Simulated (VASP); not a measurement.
# CoSiGe3 (Pm-3m) in VASP: a series of runs

The runs below take CoSiGe3 through single point, relaxation of cell and atoms, with PBE.

Program: VASP 6.6.1. These are calculated values, not measurements. Logs are shortened: lines on timing, memory, paths and dates and some standing lists are left out, and cuts for length are marked.

**1. The cell of the first run**

Symmetry: Pm-3m, No. 221, cubic system. Conventional cell: a = 4.306 Å, b = 4.306 Å, c = 4.306 Å, α = 90.00°, β = 90.00°, γ = 90.00°. Co (site symmetry m-3m) has 12 Ge at 3.04 Å and 8 Si at 3.73 Å within 4.0 Å. Within 2.8 Å of Si (site symmetry m-3m) lie 6 Ge at 2.15 Å. Ge (site symmetry 4/mmm) has 2 Si at 2.15 Å within 2.8 Å.

The cell was built from a structure type or drawn by symmetry, and may not be a known phase.

**2. Single point, PBE, collinear spin, ferromagnetic start**

Contents of INCAR:

```
SYSTEM = CoSiGe3
  PREC = Accurate
  ENCUT = 520
  EDIFF = 1E-6
  ISMEAR = 0
  SIGMA = 0.1
  LREAL = .FALSE.
  LASPH = .TRUE.
  NELM = 150
  ALGO = Normal
  ISIF = 2
  LWAVE = .FALSE.
  LCHARG = .FALSE.
  ISPIN = 2
  MAGMOM = 3 0 0 0 0
  LORBIT = 11
  LMAXMIX = 4
  GGA = PE
  NBANDS = 40
```

Contents of KPOINTS:

```
Automatic mesh
0
G
  4 4 4
  0 0 0
```

Contents of POSCAR:

```
CoSiGe3
1.0
    4.3059372500      0.0000000000      0.0000000000
    0.0000000000      4.3059372500      0.0000000000
    0.0000000000      0.0000000000      4.3059372500
Co Si Ge
1 1 3
Direct
    0.0000000000      0.0000000000      0.0000000000
    0.5000000000      0.5000000000      0.5000000000
    0.0000000000      0.5000000000      0.5000000000
    0.5000000000      0.5000000000      0.0000000000
    0.5000000000      0.0000000000      0.5000000000
```

Potentials or basis: VASP PAW PBE potentials, release 64 (Co, Si, Ge_d).

Launch:

```bash
cat potpaw_PBE.64/Co/POTCAR potpaw_PBE.64/Si/POTCAR potpaw_PBE.64/Ge_d/POTCAR > POTCAR
mpirun -np 1 vasp_std > vasp.out
```

OUTCAR:

```text
SYSTEM = CoSiGe3
   PREC = Accurate
   ENCUT = 520
   EDIFF = 1E-6
   ISMEAR = 0
   LREAL = .FALSE.
   LASPH = .TRUE.
   NELM = 150
   ISIF = 2
   ISPIN = 2
   LORBIT = 11
   GGA = PE

 ion  position               nearest neighbor table
   1  0.000  0.000  0.000-
   2  0.500  0.500  0.500-   3 2.15   4 2.15   5 2.15   4 2.15   5 2.15   3 2.15
   3  0.000  0.500  0.500-   2 2.15   2 2.15
   4  0.500  0.500  0.000-   2 2.15   2 2.15
   5  0.500  0.000  0.500-   2 2.15   2 2.15

  LATTYP: Found a simple cubic cell.
 ALAT       =     4.3059372500

  Lattice vectors:

 A1 = (   4.3059372500,   0.0000000000,   0.0000000000)
 A2 = (   0.0000000000,   4.3059372500,   0.0000000000)
 A3 = (   0.0000000000,   0.0000000000,   4.3059372500)

Analysis of symmetry for initial positions (statically):
=====================================================================
 Subroutine PRICEL returns:
 Original cell was already a primitive cell.

 Routine SETGRP: Setting up the symmetry group for a
 simple cubic supercell.

 Subroutine GETGRP returns: Found 48 space group operations
 (whereof 48 operations were pure point group operations)
 out of a pool of 48 trial point group operations.

The static configuration has the point symmetry O_h .

Analysis of symmetry for dynamics (positions and initial velocities):
=====================================================================
 Subroutine PRICEL returns:
 Original cell was already a primitive cell.

 Routine SETGRP: Setting up the symmetry group for a
 simple cubic supercell.

 Subroutine GETGRP returns: Found 48 space group operations
 (whereof 48 operations were pure point group operations)
 out of a pool of 48 trial point group operations.

The dynamic configuration has the point symmetry O_h .

Analysis of structural, dynamic, and magnetic symmetry:
=====================================================================
 Subroutine PRICEL returns:
 Original cell was already a primitive cell.

 Routine SETGRP: Setting up the symmetry group for a
 simple cubic supercell.

 Subroutine GETGRP returns: Found 48 space group operations
 (whereof 48 operations were pure point group operations)
 out of a pool of 48 trial point group operations.

The overall configuration has the point symmetry O_h .

 Subroutine INISYM returns: Found 48 space group operations
 (whereof 48 operations are pure point group operations),
 and found     1 'primitive' translations

----------------------------------------------------------------------------------------

                                     Primitive cell

  volume of cell :      79.8368

  direct lattice vectors                    reciprocal lattice vectors
     4.305937250  0.000000000  0.000000000     0.232237476  0.000000000  0.000000000
     0.000000000  4.305937250  0.000000000     0.000000000  0.232237476  0.000000000
     0.000000000  0.000000000  4.305937250     0.000000000  0.000000000  0.232237476

  length of vectors
     4.305937250  4.305937250  4.305937250     0.232237476  0.232237476  0.232237476

  position of ions in fractional coordinates (direct lattice)
     0.000000000  0.000000000  0.000000000
     0.500000000  0.500000000  0.500000000
     0.000000000  0.500000000  0.500000000
     0.500000000  0.500000000  0.000000000
     0.500000000  0.000000000  0.500000000

  ion indices of the primitive-cell ions
   primitive index   ion index
                 1           1
                 2           2
                 3           3
                 4           4
                 5           5

----------------------------------------------------------------------------------------

 KPOINTS: Automatic mesh

Automatic generation of k-mesh.
 Grid dimensions read from file:
 generate k-points for:    4    4    4

 Generating k-lattice:

  Cartesian coordinates                     Fractional coordinates (reciprocal lattice)
     0.058059369  0.000000000  0.000000000     0.250000000  0.000000000  0.000000000
     0.000000000  0.058059369  0.000000000     0.000000000  0.250000000  0.000000000
     0.000000000  0.000000000  0.058059369     0.000000000  0.000000000  0.250000000

  Length of vectors
     0.058059369  0.058059369  0.058059369

  Shift w.r.t. Gamma in fractional coordinates (k-lattice)
     0.000000000  0.000000000  0.000000000

 Subroutine IBZKPT returns following result:
 ===========================================

 Found     10 irreducible k-points:

 Following reciprocal coordinates:
            Coordinates               Weight
  0.000000  0.000000  0.000000      1.000000
  0.250000  0.000000  0.000000      6.000000
  0.500000  0.000000  0.000000      3.000000
  0.250000  0.250000  0.000000     12.000000
  0.500000  0.250000  0.000000     12.000000
  0.500000  0.500000  0.000000      3.000000
  0.250000  0.250000  0.250000      8.000000
  0.500000  0.250000  0.250000     12.000000
  0.500000  0.500000  0.250000      6.000000
  0.500000  0.500000  0.500000      1.000000
   k-points           NKPTS =     10   k-points in BZ     NKDIM =     10   number of bands    NBANDS=     40
   number of dos      NEDOS =    301   number of ions     NIONS =      5
   total plane-waves  NPLWV =  32768
   dimension x,y,z NGX =    32 NGY =   32 NGZ =   32
   dimension x,y,z NGXF=    64 NGYF=   64 NGZF=   64
   ions per type =               1   1   3
   NGX,Y,Z   is equivalent  to a cutoff of  12.35, 12.35, 12.35 a.u.
   NGXF,Y,Z  is equivalent  to a cutoff of  24.71, 24.71, 24.71 a.u.
 SYSTEM =  CoSiGe3
   PREC   = accura    normal or accurate (medium, high low for compatibility)
   ISTART =      0    job   : 0-new  1-cont  2-samecut
   ICHARG =      2    charge: 1-file 2-atom 10-const
   ISPIN  =      2    spin polarized calculation?
   LNONCOLLINEAR =      F non collinear calculations
   LSORBIT =      F    spin-orbit coupling
   LASPH  =      T    aspherical Exc in radial PAW
   ENCUT  =  520.0 eV  38.22 Ry    6.18 a.u.   8.01  8.01  8.01*2*pi/ulx,y,z
   NELM   =    150;   NELMIN=  2; NELMDL= -5     # of ELM steps
   EDIFF  = 0.1E-05   stopping-criterion for ELM
   LREAL  =      F    real-space projection
   EDIFFG = 0.1E-04   stopping-criterion for IOM
   NSW    =      0    number of steps for IOM
   IBRION =     -1    ionic relax: 0-MD 1-quasi-New 2-CG
   NFREE  =      0    steps in history (QN), initial steepest desc. (CG)
   ISIF   =      2    stress and relaxation
   ISYM   =      2    0-nonsym 1-usesym 2-fastsym
   POTIM  = 0.5000    time-step for ionic-motion
   TEBEG  =    0.0;   TEEND  =   0.0 temperature during run
   PSTRESS=    0.0 pullay stress
   NELECT =      55.0000    total number of electrons
   NUPDOWN=      -1.0000    fix difference up-down
   EMIN   =  10.00;   EMAX   =-10.00  energy-range for DOS
   EFERMI =   0.00;   METHOD = LEGACY
   ISMEAR =     0;   SIGMA  =   0.10  broadening in eV -4-tet -1-fermi 0-gaus
   EFERMI_NEDOS =   21; number of points for ismear=-14 and -15
   IALGO  =     38    algorithm
   IMIX   =      4    mixing-type and parameters
     AMIX     =   0.40;   BMIX     =  1.00
     AMIX_MAG =   1.60;   BMIX_MAG =  1.00
  volume/ion in A,a.u.               =      15.97       107.75
  Fermi-wavevector in a.u.,A,eV,Ry     =   1.445866  2.732290 28.443365  2.090528
  Thomas-Fermi vector in A             =   2.563999
   LORBIT       =     11    0 simple, 1 ext, 2 COOP (PROOUT), +10 PAW based schemes
   GGA     = PE    functional components
   LHFCALC =     F    Hartree Fock is set to
   AEXX    =    0.0000 exact exchange contribution
   IVDW    =     0    specifies the selected vdW correction
   LEPSILON=     F    determine dielectric tensor
   LRPA    =     F    only Hartree local field effects (RPA)
 spin polarized calculation
 Gauss-broadening in eV      SIGMA  =   0.10
  energy-cutoff  :      520.00
  volume of cell :       79.84
 maximum number of plane-waves:      2176
   NGX = 17   NGY = 17   NGZ = 17

 number of electron      54.9999885 magnetization       0.8928915

 Free energy of the ion-electron system (eV)
  ---------------------------------------------------
  ext. energy  EPLUGINS =         0.00000000
  ---------------------------------------------------
  free energy    TOTEN  =       -18.66627552 eV

  energy without entropy =      -18.64131786  energy(sigma->0) =      -18.65379669

 E-fermi :   7.9150     XC(G=0): -11.5067

 val. band max:        7.8933087446   @ k =   0.5000   0.5000   0.0000
 cond. band min:       7.9687767976   @ k =   0.5000   0.5000   0.5000
 fundamental gap:      0.0754680530
 Fermi energy:         7.9150111136

 spin component 1

 k-point     1 :       0.0000    0.0000    0.0000
  band No.  band energies     occupation
      1     -17.0126      1.00000
      2     -16.8731      1.00000
      3     -16.8731      1.00000
      4     -16.8731      1.00000
      5     -16.8464      1.00000
      6     -16.8464      1.00000
[... 31 lines left out ...]
     38      15.3286      0.00000
     39      15.3286      0.00000
[... 376 lines left out ...]
     38      17.3475      0.00000
     39      17.3475      0.00000
 Fermi energy:         7.9150111136

 spin component 2

 k-point     1 :       0.0000    0.0000    0.0000
  band No.  band energies     occupation
      1     -17.0205      1.00000
      2     -16.8832      1.00000
      3     -16.8832      1.00000
      4     -16.8832      1.00000
      5     -16.8553      1.00000
      6     -16.8553      1.00000
[... 31 lines left out ...]
     38      15.2991      0.00000
     39      15.2991      0.00000
[... 376 lines left out ...]
     38      17.3728      0.00000
     39      17.3728      0.00000
 [bands above 39 left out]

------------------------ aborting loop because EDIFF is reached ----------------------------------------

  FORCE on cell =-STRESS in cart. coord.  units (eV):
  Direction    XX          YY          ZZ          XY          YZ          ZX
  --------------------------------------------------------------------------------------
  -------------------------------------------------------------------------------------
  Total       14.6210308     14.6210308     14.6210308      0.0000000      0.0000000     -0.0000000
  in kB      293.4171440    293.4171440    293.4171440      0.0000000      0.0000000     -0.0000000
  external PRESSURE =     293.4171440 kB  Pullay stress =       0.0000000 kB

 VOLUME and BASIS-vectors are now :
 -----------------------------------------------------------------------------
  energy-cutoff  :      520.00
  volume of cell :       79.84
      direct lattice vectors                 reciprocal lattice vectors
     4.305937250  0.000000000  0.000000000     0.232237476  0.000000000  0.000000000
     0.000000000  4.305937250  0.000000000     0.000000000  0.232237476  0.000000000
     0.000000000  0.000000000  4.305937250     0.000000000  0.000000000  0.232237476

 POSITION                                       TOTAL-FORCE (eV/Angst)
 -----------------------------------------------------------------------------------
      0.00000      0.00000      0.00000         0.000000      0.000000      0.000000
      2.15297      2.15297      2.15297         0.000000      0.000000      0.000000
      0.00000      2.15297      2.15297         0.000000      0.000000      0.000000
      2.15297      2.15297      0.00000         0.000000      0.000000      0.000000
      2.15297      0.00000      2.15297         0.000000      0.000000      0.000000
 -----------------------------------------------------------------------------------
    total drift:                                0.000000     -0.000000     -0.000000

  FREE ENERGIE OF THE ION-ELECTRON SYSTEM (eV)
  ---------------------------------------------------
  free  energy   TOTEN  =       -18.6662755174 eV

  energy  without entropy=      -18.6413178575  energy(sigma->0) =      -18.65379669

 total charge

# of ion       s       p       d       tot
------------------------------------------
    1        0.334   0.155   7.336   7.825
    2        0.801   1.130   0.000   1.931
    3        1.251   1.199  10.082  12.532
    4        1.251   1.199  10.082  12.532
    5        1.251   1.199  10.082  12.532
--------------------------------------------------
tot          4.888   4.882  37.583  47.353

 magnetization (x)

# of ion       s       p       d       tot
------------------------------------------
    1        0.004   0.004   1.223   1.232
    2       -0.008  -0.005   0.000  -0.013
    3       -0.004  -0.043  -0.006  -0.053
    4       -0.004  -0.043  -0.006  -0.053
    5       -0.004  -0.043  -0.006  -0.053
--------------------------------------------------
tot         -0.016  -0.130   1.207   1.061
```

Wall time 42 s (1 thread of Intel Xeon Platinum 8488C (Sapphire Rapids), shared host); peak memory 0.23 GiB.

Results:

- Free energy: -18.6663 eV
- Pressure: 29.3 GPa
- Net moment: 0.89 μB per cell
- Site moments: Co +1.23; Si -0.01; Ge -0.05 μB
- Valence electrons inside the program's atomic spheres: Co 7.83; Si 1.93; Ge 12.53

Caveat: the k points lie up to 0.36 Å⁻¹ apart.

**3. Single point, PBE, collinear spin, ferromagnetic start**

This run uses another cell than the first one, of 21.44 Å³/atom.

Contents of INCAR:

```
PREC = Accurate ; ENCUT = 520
EDIFF = 1E-7 ; ISMEAR = 0
SIGMA = 0.1 ; LREAL = False
LASPH = True ; NELM = 150
ALGO = Normal ; ISIF = 2
LWAVE = False ; LCHARG = True
ISPIN = 2 ; MAGMOM = 3 0 0 0 0
LORBIT = 11 ; LMAXMIX = 4
GGA = PE ; LELF = True
LVHAR = True ; NBANDS = 40
```

Contents of KPOINTS:

```
Automatic mesh
0
Gamma
  4 4 4
```

Edit POSCAR of step 2 so:

```diff
@@ -2,5 +2,5 @@
 1.0
-    4.3059372500      0.0000000000      0.0000000000
-    0.0000000000      4.3059372500      0.0000000000
-    0.0000000000      0.0000000000      4.3059372500
+    4.7502136640      0.0000000000      0.0000000000
+    0.0000000000      4.7502136640      0.0000000000
+    0.0000000000      0.0000000000      4.7502136640
 Co Si Ge
```

Potentials or basis: VASP PAW PBE potentials, release 64 (Co, Si, Ge_d).

Launch:

```bash
cat potpaw_PBE.64/Co/POTCAR potpaw_PBE.64/Si/POTCAR potpaw_PBE.64/Ge_d/POTCAR > POTCAR
mpirun -np 1 vasp_std > vasp.out
```

It took 73 s on 1 thread of Intel Xeon Platinum 8488C (Sapphire Rapids), shared host; peak memory 0.27 GiB.

The run converged. Its results:

```
Free energy                                           : -20.5988 eV
Pressure                                              : 0.0 GPa
Net moment                                            : 1.72 μB per cell
Site moments                                          : Co +1.91; Si +0.00; Ge -0.03 μB
Valence electrons inside the program's atomic spheres : Co 7.63; Si 1.70; Ge 12.24
```

Levels at points of the mesh, in eV from the Fermi level:
Spin up:
```
           k point  band 26  band 27  band 28  band 29  band 30  band 31
(0.00, 0.00, 0.00)    -1.77    -1.77     1.62     1.62     1.62     1.98
(0.50, 0.00, 0.00)    -1.79    -1.48    -0.52    -0.52     1.03     2.46
(0.50, 0.50, 0.00)    -1.72     0.08     0.08     0.46     0.46     1.81
(0.50, 0.50, 0.50)    -1.75    -1.75    -0.73     1.91     1.91     4.08
```
Spin down:
| k point | band 23 | band 24 | band 25 | band 26 | band 27 | band 28 | band 29 | band 30 | band 31 | band 32 |
| --- | --- | --- | --- | --- | --- | --- | --- | --- | --- | --- |
| (0.00, 0.00, 0.00) | -0.11 | -0.11 | -0.11 | -0.10 | -0.10 | 1.59 | 1.59 | 1.59 | 1.88 | 1.88 |
| (0.50, 0.00, 0.00) | -0.96 | -0.58 | -0.58 | -0.19 | -0.19 | -0.08 | -0.06 | 1.53 | 2.58 | 2.58 |
| (0.50, 0.50, 0.00) | -1.02 | -0.06 | -0.05 | 0.02 | 0.02 | 0.04 | 1.11 | 1.11 | 1.81 | 3.14 |
| (0.50, 0.50, 0.50) | -0.45 | -0.01 | -0.01 | 0.05 | 0.05 | 0.05 | 1.91 | 1.91 | 4.07 | 4.07 |

**4. Relaxation of cell and atoms, PBE, collinear spin, ferromagnetic start**

Contents of INCAR:

```
SYSTEM = CoSiGe3
ALGO = Normal
EDIFF = 1E-7
EDIFFG = -0.04
ENCUT = 600
GGA = PE
IBRION = 2
ISIF = 3
ISMEAR = 0
ISPIN = 2
LASPH = .TRUE.
LCHARG = .FALSE.
LMAXMIX = 4
LORBIT = 11
LREAL = .FALSE.
LWAVE = .FALSE.
MAGMOM = 3 0 0 0 0
NELM = 150
NSW = 90
PREC = Accurate
SIGMA = 0.1
```

Contents of KPOINTS:

```
k-points
0
G
  4 4 4
  0 0 0
```

Edit POSCAR of step 3 so:

```diff
@@ -2,5 +2,5 @@
 1.0
-    4.7502136640      0.0000000000      0.0000000000
-    0.0000000000      4.7502136640      0.0000000000
-    0.0000000000      0.0000000000      4.7502136640
+    4.3059372500      0.0000000000      0.0000000000
+    0.0000000000      4.3059372500      0.0000000000
+    0.0000000000      0.0000000000      4.3059372500
 Co Si Ge
```

Launch:

```bash
cat potpaw_PBE.64/Co/POTCAR potpaw_PBE.64/Si/POTCAR potpaw_PBE.64/Ge_d/POTCAR > POTCAR
mpirun -np 1 vasp_std > vasp.out
```

Wall time 5.5 min (1 thread of Intel Xeon Platinum 8488C (Sapphire Rapids), shared host); peak memory 0.28 GiB.

Results (log left out):

| Property | Result |
| --- | --- |
| Free energy | -20.3033 eV |
| Relaxed volume | 20.90 Å³/atom |
| Relaxed cell | a = 4.710 Å, b = 4.710 Å, c = 4.710 Å, α = 90.00°, β = 90.00°, γ = 90.00° |
| Space group after relaxing (to 0.1 Å) | Pm-3m (No. 221) |
| Energy gained by relaxing | 327.4 meV/atom |
| Ionic steps | 4 |
| Pressure after relaxing | -0.1 GPa |
| Net moment | 0.00 μB per cell |
| Valence electrons inside the program's atomic spheres | Co 7.71; Si 1.71; Ge 12.25 |

The path:
```
step  energy change (eV)  largest force (eV/Å)  pressure (GPa)  volume (Å³)
   1              0.0000                0.0000           29.43        79.84
   2             -1.3826                0.0000           -5.17       118.74
   3             -1.6348                0.0000            0.61       103.12
   4             -1.6368                0.0000           -0.14       104.51
```

Final structure:
```
Co Si Ge
1.0
     4.71037    0.00000    0.00000
     0.00000    4.71037    0.00000
     0.00000    0.00000    4.71037
Co Si Ge
1 1 3
Direct
  0.00000 0.00000 0.00000
  0.50000 0.50000 0.50000
  0.00000 0.50000 0.50000
  0.50000 0.50000 0.00000
  0.50000 0.00000 0.50000
```

Levels at points of the mesh, in eV from the Fermi level:
Spin up:
```
           k point  band 23  band 24  band 25  band 26  band 27  band 28  band 29  band 30  band 31  band 32
(0.00, 0.00, 0.00)    -0.31    -0.31    -0.31    -0.25    -0.25     1.74     1.74     1.74     2.03     2.03
(0.50, 0.00, 0.00)    -1.01    -0.51    -0.51    -0.36    -0.36    -0.28    -0.21     1.54     2.69     2.69
(0.50, 0.50, 0.00)    -1.09    -0.20    -0.20    -0.16     0.16     0.16     1.04     1.04     1.85     3.32
(0.50, 0.50, 0.50)    -0.30    -0.17    -0.17    -0.16    -0.16    -0.16     1.96     1.96     4.24     4.24
```
Spin down:
```tsv
k point	band 24	band 25	band 26	band 27	band 28	band 29	band 30	band 31
(0.00, 0.00, 0.00)	-0.31	-0.31	-0.25	-0.25	1.74	1.74	1.74	2.03
(0.50, 0.00, 0.00)	-0.51	-0.51	-0.36	-0.36	-0.28	-0.21	1.54	2.69
(0.50, 0.50, 0.00)	-0.20	-0.20	-0.16	0.16	0.16	1.04	1.04	1.85
(0.50, 0.50, 0.50)	-0.17	-0.17	-0.16	-0.16	-0.16	1.96	1.96	4.24
```

Caveat: the k points lie up to 0.33 Å⁻¹ apart in the final cell; the volume moved by over 15 % at a fixed basis, so the end points are rough.

(Part 1 of 2 ends here.)
